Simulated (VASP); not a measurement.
A run of VASP 6.6.1 is set up as follows.

The input INCAR:

```
SYSTEM = Pd
ALGO     = Normal         ! electronic algorithm
EDIFF    = 1E-6           ! SCF threshold, eV
ENCUT    = 520            ! plane-wave cutoff, eV
GGA      = PE             ! functional
ISIF     = 2              ! what is computed and relaxed
ISMEAR   = 0              ! smearing method
LASPH    = .TRUE.         ! aspherical terms in the spheres
LCHARG   = .FALSE.        ! write CHGCAR
LREAL    = .FALSE.        ! projectors in reciprocal space
LWAVE    = .FALSE.        ! write WAVECAR
NBANDS   = 11             ! bands
NELM     = 100            ! most SCF steps
PREC     = Accurate       ! precision mode
SIGMA    = 0.1            ! smearing width, eV
```

The input KPOINTS:

```
k-points
0
G
  18 18 18
  0 0 0
```

Contents of POSCAR:

```
Pd
1.0
   -1.6217135146      1.7474959946      1.6217135146
    1.7474959946     -1.6217135146      1.6217135146
    1.4959310346      1.4959310346     -1.4959310346
Pd
1
Direct
    0.0000000000      0.0000000000      0.0000000000
```

Potentials or basis: VASP PAW PBE potentials, release 64 (Pd).

The run is started by

```bash
$ cat potpaw_PBE.64/Pd/POTCAR > POTCAR
$ mpirun -np 1 vasp_std > vasp.out
```

(1) Estimate the band gap on the k mesh.

(2) What does it give for the pressure?

Answers

(1) zero (band 5 reaches 8.33 eV, above the bottom of band 6 at 6.59 eV).

(2) -9.3 GPa.

Caveat: the cell differs from its parent crystal (strained).
